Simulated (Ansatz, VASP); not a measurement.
**BN in VASP and in Ansatz**

```
B N
1.0
     0.00000    1.81233    1.81233
     1.81233    0.00000    1.81233
     1.81233    1.81233    0.00000
B N
1 1
Direct
  0.00000 0.00000 0.00000
  0.25000 0.25000 0.25000
```

Alike in both runs: task relaxation of cell and atoms; functional PBE; dispersion D3(BJ); k mesh 12 × 12 × 12; occupations gaussian, width 0.02 eV; no spin polarisation.

```csv
,VASP,Ansatz
version,VASP 6.6.1,Ansatz 0.2.0
potentials or method,"VASP PAW PBE potentials, release 64 (B, N), cutoff 600 eV","scalar-relativistic, plane waves, PAW"
valence electrons in the cell,8,8
```

|  | VASP | Ansatz | Ansatz less VASP |
| --- | --- | --- | --- |
| gap on the k mesh at the Fermi level, each at its own relaxed structure (eV) | 4.47 | 4.48 | +0.013 |
| relaxed volume (Å³/atom) | 5.86 | 5.86 | 0.000 |
| relaxed cell length with the largest relative difference (Å) | 2.550 | 2.550 | 0.0000 |
